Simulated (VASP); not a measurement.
# Cr (Im-3m) in VASP: further runs, part 2 of 2

VASP 6.6.1. Earlier steps stand in the parts before.

**3. Single point, PBE, collinear spin, ferromagnetic start (12.01 Å³/atom)**

This run uses another cell than the first one, of 12.01 Å³/atom.

The input, INCAR:

```
SYSTEM = Cr
  PREC = Accurate
  ENCUT = 520
  EDIFF = 1E-7
  ISMEAR = -1
  SIGMA = 0.05
  LREAL = .FALSE.
  LASPH = .TRUE.
  NELM = 150
  ALGO = Normal
  ISIF = 2
  LWAVE = .FALSE.
  LCHARG = .FALSE.
  ISPIN = 2
  MAGMOM = 1.5
  LORBIT = 11
  LMAXMIX = 4
  GGA = PE
  NBANDS = 16
```

The input, KPOINTS:

```
Automatic mesh
0
G
  25 25 25
  0 0 0
```

The input, POSCAR:

```
Cr
1.0
   -1.4427540515      1.4427540515      1.4427540515
    1.4427540515     -1.4427540515      1.4427540515
    1.4427540515      1.4427540515     -1.4427540515
Cr
1
Direct
    0.0000000000      0.0000000000      0.0000000000
```

Potentials or basis: VASP PAW PBE potentials, release 64 (Cr_pv).

Started as:

```bash
cat potpaw_PBE.64/Cr_pv/POTCAR > POTCAR
mpirun -np 1 vasp_std > vasp.out
```

OUTCAR:

```text
SYSTEM = Cr
   PREC = Accurate
   ENCUT = 520
   EDIFF = 1E-7
   ISMEAR = -1
   LREAL = .FALSE.
   LASPH = .TRUE.
   NELM = 150
   ISIF = 2
   ISPIN = 2
   LORBIT = 11
   GGA = PE

 ion  position               nearest neighbor table
   1  0.000  0.000  0.000-

  LATTYP: Found a body centered cubic cell.
 ALAT       =     2.8855081030

  Lattice vectors:

 A1 = (  -1.4427540515,   1.4427540515,   1.4427540515)
 A2 = (   1.4427540515,  -1.4427540515,   1.4427540515)
 A3 = (   1.4427540515,   1.4427540515,  -1.4427540515)

Analysis of symmetry for initial positions (statically):
=====================================================================
 Subroutine PRICEL returns:
 Original cell was already a primitive cell.

 Routine SETGRP: Setting up the symmetry group for a
 body centered cubic supercell.

 Subroutine GETGRP returns: Found 48 space group operations
 (whereof 48 operations were pure point group operations)
 out of a pool of 48 trial point group operations.

The static configuration has the point symmetry O_h .

Analysis of symmetry for dynamics (positions and initial velocities):
[... 639 lines left out ...]
 spin component 2

 k-point     1 :       0.0000    0.0000    0.0000
  band No.  band energies     occupation
      1     -32.3559      1.00000
      2     -32.3559      1.00000
      3     -32.3559      1.00000
      4       2.7096      1.00000
      5       9.5590      1.00000
      6       9.5590      1.00000
[... 435 lines left out ...]
      5       8.1251      1.00000
      6      10.9632      0.00003
[... 8 lines left out ...]
     15      38.6382      0.00000
     16      41.5509      0.00000

 [... further k-points ...]

------------------------ aborting loop because EDIFF is reached ----------------------------------------

  FORCE on cell =-STRESS in cart. coord.  units (eV):
  Direction    XX          YY          ZZ          XY          YZ          ZX
  --------------------------------------------------------------------------------------
  -------------------------------------------------------------------------------------
  Total       -0.7299656     -0.7299656     -0.7299656      0.0000000      0.0000000      0.0000000
  in kB      -97.3589902    -97.3589902    -97.3589902      0.0000000      0.0000000      0.0000000
  external PRESSURE =     -97.3589902 kB  Pullay stress =       0.0000000 kB

 VOLUME and BASIS-vectors are now :
 -----------------------------------------------------------------------------
  energy-cutoff  :      520.00
  volume of cell :       12.01
      direct lattice vectors                 reciprocal lattice vectors
    -1.442754051  1.442754051  1.442754051     0.000000000  0.346559415  0.346559415
     1.442754051 -1.442754051  1.442754051     0.346559415  0.000000000  0.346559415
     1.442754051  1.442754051 -1.442754051     0.346559415  0.346559415  0.000000000

 POSITION                                       TOTAL-FORCE (eV/Angst)
 -----------------------------------------------------------------------------------
      0.00000      0.00000      0.00000         0.000000     -0.000000      0.000000
 -----------------------------------------------------------------------------------
    total drift:                                0.000000     -0.000000      0.000000

  FREE ENERGIE OF THE ION-ELECTRON SYSTEM (eV)
  ---------------------------------------------------
  free  energy   TOTEN  =        -9.5030130152 eV

  energy  without entropy=       -9.4961142867  energy(sigma->0) =       -9.49956365

 total charge

# of ion       s       p       d       tot
------------------------------------------
    1        0.426   6.381   4.167  10.975

 magnetization (x)

# of ion       s       p       d       tot
------------------------------------------
    1        0.000  -0.000   0.000   0.000
```

Run time: 4.4 min. Hardware: 1 thread of Intel Xeon 8259CL, shared host; peak memory 0.24 GiB.

What came out:

| Quantity | Value |
| --- | --- |
| Free energy | -9.5030 eV |
| Pressure | -9.7 GPa |
| Band gap on the k mesh | zero (filled and empty bands overlap) |
| Net moment | 0.00 μB per cell |
| Valence electrons inside the program's atomic spheres | Cr 10.97 |

Levels at points of the mesh, in eV from the Fermi level:
Spin up:
```csv
k point,band 3,band 4,band 5,band 6,band 7,band 8,band 9,band 10
"(0.00, 0.00, 0.00)",-42.80,-7.73,-0.88,-0.88,-0.88,1.07,1.07,7.07
```
Spin down:
```tsv
k point	band 2	band 3	band 4	band 5	band 6	band 7	band 8	band 9	band 10	band 11
(0.00, 0.00, 0.00)	-42.80	-42.80	-7.73	-0.88	-0.88	-0.88	1.07	1.07	7.07	21.98
```

Caveat: the cell stands under tension.

**4. Single point, PBE, collinear spin, ferromagnetic start (12.47 Å³/atom)**

This run uses another cell than the first one, of 12.47 Å³/atom.

The input, INCAR:

```
SYSTEM = Cr
PREC = Accurate
ENCUT = 520
EDIFF = 1E-6
ISMEAR = -1
SIGMA = 0.05
LREAL = .False.
LASPH = .True.
NELM = 150
ALGO = Normal
ISIF = 2
LWAVE = .False.
LCHARG = .True.
ISPIN = 2
MAGMOM = 1.5
LORBIT = 11
LMAXMIX = 4
GGA = PE
LELF = .True.
LVHAR = .True.
NBANDS = 16
```

The input, KPOINTS:

```
Automatic mesh
0
Gamma
  25 25 25
  0 0 0
```

The input, POSCAR:

```
Cr
1.0
   -1.4610186999      1.4610186999      1.4610186999
    1.4610186999     -1.4610186999      1.4610186999
    1.4610186999      1.4610186999     -1.4610186999
Cr
1
Direct
    0.0000000000      0.0000000000      0.0000000000
```

Potentials or basis: VASP PAW PBE potentials, release 64 (Cr_pv).

Started as:

```bash
cat potpaw_PBE.64/Cr_pv/POTCAR > POTCAR
mpirun -np 1 vasp_std > vasp.out
```

OUTCAR:

```text
SYSTEM = Cr
   PREC = Accurate
   ENCUT = 520
   EDIFF = 1E-6
   ISMEAR = -1
   LREAL = .False.
   LASPH = .True.
   NELM = 150
   ISIF = 2
   ISPIN = 2
   LORBIT = 11
   GGA = PE

 ion  position               nearest neighbor table
   1  0.000  0.000  0.000-

  LATTYP: Found a body centered cubic cell.
 ALAT       =     2.9220373998

  Lattice vectors:

 A1 = (  -1.4610186999,   1.4610186999,   1.4610186999)
 A2 = (   1.4610186999,  -1.4610186999,   1.4610186999)
 A3 = (   1.4610186999,   1.4610186999,  -1.4610186999)

Analysis of symmetry for initial positions (statically):
=====================================================================
 Subroutine PRICEL returns:
 Original cell was already a primitive cell.

 Routine SETGRP: Setting up the symmetry group for a
 body centered cubic supercell.

 Subroutine GETGRP returns: Found 48 space group operations
 (whereof 48 operations were pure point group operations)
 out of a pool of 48 trial point group operations.

The static configuration has the point symmetry O_h .

Analysis of symmetry for dynamics (positions and initial velocities):
=====================================================================
 Subroutine PRICEL returns:
 Original cell was already a primitive cell.

 Routine SETGRP: Setting up the symmetry group for a
 body centered cubic supercell.

 Subroutine GETGRP returns: Found 48 space group operations
 (whereof 48 operations were pure point group operations)
 out of a pool of 48 trial point group operations.

The dynamic configuration has the point symmetry O_h .

Analysis of structural, dynamic, and magnetic symmetry:
=====================================================================
 Subroutine PRICEL returns:
 Original cell was already a primitive cell.

 Routine SETGRP: Setting up the symmetry group for a
 body centered cubic supercell.

 Subroutine GETGRP returns: Found 48 space group operations
 (whereof 48 operations were pure point group operations)
 out of a pool of 48 trial point group operations.

The overall configuration has the point symmetry O_h .

 Subroutine INISYM returns: Found 48 space group operations
 (whereof 48 operations are pure point group operations),
 and found     1 'primitive' translations

----------------------------------------------------------------------------------------

                                     Primitive cell

  volume of cell :      12.4746

  direct lattice vectors                    reciprocal lattice vectors
    -1.461018700  1.461018700  1.461018700     0.000000000  0.342226968  0.342226968
     1.461018700 -1.461018700  1.461018700     0.342226968  0.000000000  0.342226968
     1.461018700  1.461018700 -1.461018700     0.342226968  0.342226968  0.000000000

  length of vectors
     2.530558619  2.530558619  2.530558619     0.483982020  0.483982020  0.483982020

  position of ions in fractional coordinates (direct lattice)
     0.000000000  0.000000000  0.000000000

  ion indices of the primitive-cell ions
   primitive index   ion index
                 1           1

----------------------------------------------------------------------------------------

 KPOINTS: Automatic mesh

Automatic generation of k-mesh.
 Grid dimensions read from file:
 generate k-points for:   25   25   25

[... 52 lines left out ...]
   NGXF,Y,Z  is equivalent  to a cutoff of  26.28, 26.28, 26.28 a.u.
 SYSTEM =  Cr
   PREC   = accura    normal or accurate (medium, high low for compatibility)
   ISTART =      0    job   : 0-new  1-cont  2-samecut
   ICHARG =      2    charge: 1-file 2-atom 10-const
   ISPIN  =      2    spin polarized calculation?
   LNONCOLLINEAR =      F non collinear calculations
   LSORBIT =      F    spin-orbit coupling
   LASPH  =      T    aspherical Exc in radial PAW
   ENCUT  =  520.0 eV  38.22 Ry    6.18 a.u.   4.71  4.71  4.71*2*pi/ulx,y,z
   NELM   =    150;   NELMIN=  2; NELMDL= -5     # of ELM steps
   EDIFF  = 0.1E-05   stopping-criterion for ELM
   LREAL  =      F    real-space projection
   EDIFFG = 0.1E-04   stopping-criterion for IOM
   NSW    =      0    number of steps for IOM
   IBRION =     -1    ionic relax: 0-MD 1-quasi-New 2-CG
   NFREE  =      0    steps in history (QN), initial steepest desc. (CG)
   ISIF   =      2    stress and relaxation
   ISYM   =      2    0-nonsym 1-usesym 2-fastsym
   POTIM  = 0.5000    time-step for ionic-motion
   TEBEG  =    0.0;   TEEND  =   0.0 temperature during run
   PSTRESS=    0.0 pullay stress
   NELECT =      12.0000    total number of electrons
   NUPDOWN=      -1.0000    fix difference up-down
   EMIN   =  10.00;   EMAX   =-10.00  energy-range for DOS
   EFERMI =   0.00;   METHOD = LEGACY
   ISMEAR =    -1;   SIGMA  =   0.05  broadening in eV -4-tet -1-fermi 0-gaus
   EFERMI_NEDOS =   21; number of points for ismear=-14 and -15
   IALGO  =     38    algorithm
   IMIX   =      4    mixing-type and parameters
     AMIX     =   0.40;   BMIX     =  1.00
     AMIX_MAG =   1.60;   BMIX_MAG =  1.00
  volume/ion in A,a.u.               =      12.47        84.18
  Fermi-wavevector in a.u.,A,eV,Ry     =   1.616067  3.053925 35.533981  2.611674
  Thomas-Fermi vector in A             =   2.710714
   LORBIT       =     11    0 simple, 1 ext, 2 COOP (PROOUT), +10 PAW based schemes
   GGA     = PE    functional components
   LHFCALC =     F    Hartree Fock is set to
   AEXX    =    0.0000 exact exchange contribution
   IVDW    =     0    specifies the selected vdW correction
   LEPSILON=     F    determine dielectric tensor
   LRPA    =     F    only Hartree local field effects (RPA)
 spin polarized calculation
  energy-cutoff  :      520.00
  volume of cell :       12.47
 maximum number of plane-waves:       370
   NGX =  9   NGY =  9   NGZ =  9

 number of electron      12.0000006 magnetization       0.0005026

 number of electron      12.0000006 magnetization      -0.0002056

 Free energy of the ion-electron system (eV)
  ---------------------------------------------------
  ext. energy  EPLUGINS =         0.00000000
  ---------------------------------------------------
  free energy    TOTEN  =        -9.46398777 eV

  energy without entropy =       -9.45686120  energy(sigma->0) =       -9.46042449

 E-fermi :   9.9244     XC(G=0): -13.2333

 val. band max:        9.9211883654   @ k =  -0.3600   0.3600   0.2800
 cond. band min:       9.9344137611   @ k =  -0.1600   0.2000   0.0400
 fundamental gap:      0.0132253958
 Fermi energy:         9.9243845677

 spin component 1

 k-point     1 :       0.0000    0.0000    0.0000
  band No.  band energies     occupation
      1     -32.9144      1.00000
      2     -32.9144      1.00000
      3     -32.9144      1.00000
      4       2.3411      1.00000
      5       9.0900      1.00000
      6       9.0900      1.00000
[... 435 lines left out ...]
      5       7.7314      1.00000
      6      10.3974      0.00008
[... 8 lines left out ...]
     15      37.3049      0.00000
     16      40.4634      0.00000

 [... further k-points ...]

 spin component 2

 k-point     1 :       0.0000    0.0000    0.0000
  band No.  band energies     occupation
      1     -32.9145      1.00000
      2     -32.9145      1.00000
      3     -32.9145      1.00000
      4       2.3410      1.00000
      5       9.0898      1.00000
      6       9.0898      1.00000
[... 435 lines left out ...]
      5       7.7312      1.00000
      6      10.3973      0.00008
[... 8 lines left out ...]
     15      37.3049      0.00000
     16      40.4633      0.00000

 [... further k-points ...]

------------------------ aborting loop because EDIFF is reached ----------------------------------------

  FORCE on cell =-STRESS in cart. coord.  units (eV):
  Direction    XX          YY          ZZ          XY          YZ          ZX
  --------------------------------------------------------------------------------------
  -------------------------------------------------------------------------------------
  Total       -1.3404023     -1.3404023     -1.3404023      0.0000000     -0.0000000      0.0000000
  in kB     -172.1545198   -172.1545198   -172.1545198      0.0000000     -0.0000000      0.0000000
  external PRESSURE =    -172.1545198 kB  Pullay stress =       0.0000000 kB

 VOLUME and BASIS-vectors are now :
 -----------------------------------------------------------------------------
  energy-cutoff  :      520.00
  volume of cell :       12.47
      direct lattice vectors                 reciprocal lattice vectors
    -1.461018700  1.461018700  1.461018700     0.000000000  0.342226968  0.342226968
     1.461018700 -1.461018700  1.461018700     0.342226968  0.000000000  0.342226968
     1.461018700  1.461018700 -1.461018700     0.342226968  0.342226968  0.000000000

 POSITION                                       TOTAL-FORCE (eV/Angst)
 -----------------------------------------------------------------------------------
      0.00000      0.00000      0.00000         0.000000     -0.000000      0.000000
 -----------------------------------------------------------------------------------
    total drift:                                0.000000     -0.000000      0.000000

  FREE ENERGIE OF THE ION-ELECTRON SYSTEM (eV)
  ---------------------------------------------------
  free  energy   TOTEN  =        -9.4639877741 eV

  energy  without entropy=       -9.4568611993  energy(sigma->0) =       -9.46042449

 total charge

# of ion       s       p       d       tot
------------------------------------------
    1        0.413   6.359   4.128  10.900

 magnetization (x)

# of ion       s       p       d       tot
------------------------------------------
    1        0.000  -0.000  -0.000  -0.000
```

OSZICAR:

```text
N       E                     dE             d eps       ncg     rms          rms(c)
DAV:   1     0.806905707069E+02    0.80691E+02   -0.61856E+03 29840   0.836E+02
DAV:   2    -0.936451486100E+01   -0.90055E+02   -0.85803E+02 31744   0.245E+02
DAV:   3    -0.108649396482E+02   -0.15004E+01   -0.14978E+01 33280   0.349E+01
DAV:   4    -0.108706528333E+02   -0.57132E-02   -0.57131E-02 33856   0.214E+00
DAV:   5    -0.108706994870E+02   -0.46654E-04   -0.46653E-04 33048   0.174E-01    0.140E+01
DAV:   6    -0.947189823962E+01    0.13988E+01   -0.24301E+00 29704   0.277E+01    0.297E+00
DAV:   7    -0.947253861985E+01   -0.64038E-03   -0.80848E-02 30672   0.318E+00    0.148E+00
DAV:   8    -0.946575877286E+01    0.67798E-02   -0.27193E-03 34456   0.627E-01    0.913E-01
DAV:   9    -0.946396657960E+01    0.17922E-02   -0.11358E-03 32128   0.395E-01    0.148E-01
DAV:  10    -0.946398926905E+01   -0.22689E-04   -0.15286E-04 32296   0.135E-01    0.404E-02
DAV:  11    -0.946399148733E+01   -0.22183E-05   -0.79736E-06 34184   0.260E-02    0.199E-02
DAV:  12    -0.946398868959E+01    0.27977E-05   -0.84284E-07 25712   0.114E-02    0.467E-03
DAV:  13    -0.946398777406E+01    0.91553E-06   -0.38256E-07 16088   0.685E-03
   1 F= -.94639878E+01 E0= -.94604245E+01  d E =-.712657E-02  mag=    -0.0000
```

It took 4.8 min on 1 thread of Intel Xeon 8259CL, shared host; peak memory 0.25 GiB.

Results:

- Free energy: -9.4640 eV
- Pressure: -17.2 GPa
- Band gap on the k mesh: zero (filled and empty bands overlap)
- Net moment: 0.00 μB per cell
- Valence electrons inside the program's atomic spheres: Cr 10.90

Caveat: the cell stands under tension.

**5. Single point, PBE, collinear spin, ferromagnetic start (12.94 Å³/atom)**

This run uses another cell than the first one, of 12.94 Å³/atom.

The input, INCAR:

```
SYSTEM = Cr
  PREC = Accurate
  ENCUT = 520
  EDIFF = 1E-6
  ISMEAR = -1
  SIGMA = 0.05
  LREAL = .FALSE.
  LASPH = .TRUE.
  NELM = 150
  ALGO = Normal
  ISIF = 2
  LWAVE = .FALSE.
  LCHARG = .TRUE.
  ISPIN = 2
  MAGMOM = 1.5
  LORBIT = 11
  LMAXMIX = 4
  GGA = PE
  LELF = .TRUE.
  LVHAR = .TRUE.
  NBANDS = 16
```

The input, KPOINTS:

```
Automatic mesh
0
G
  25 25 25
  0 0 0
```

The input, POSCAR:

```
Cr
1.0
   -1.4788377573      1.4788377573      1.4788377573
    1.4788377573     -1.4788377573      1.4788377573
    1.4788377573      1.4788377573     -1.4788377573
Cr
1
Direct
    0.0000000000      0.0000000000      0.0000000000
```

Started as:

```bash
cat potpaw_PBE.64/Cr_pv/POTCAR > POTCAR
mpirun -np 1 vasp_std > vasp.out
```

Wall time 4.6 min (1 thread of Intel Xeon 8259CL, shared host); peak memory 0.25 GiB.

Results (log left out):

* Free energy: -9.4056 eV
* Pressure: -23.8 GPa
* Band gap on the k mesh: zero (filled and empty bands overlap)
* Net moment: 0.00 μB per cell
* Valence electrons inside the program's atomic spheres: Cr 10.83

Levels at points of the mesh, in eV from the Fermi level:
Spin up:
```
           k point  band 4  band 5  band 6  band 7  band 8  band 9
(0.00, 0.00, 0.00)   -7.44   -0.79   -0.79   -0.79    0.98    0.98
```
Spin down:
```csv
k point,band 3,band 4,band 5,band 6,band 7,band 8,band 9,band 10
"(0.00, 0.00, 0.00)",-42.88,-7.44,-0.79,-0.79,-0.79,0.98,0.98,7.04
```

Caveat: the cell stands under tension.
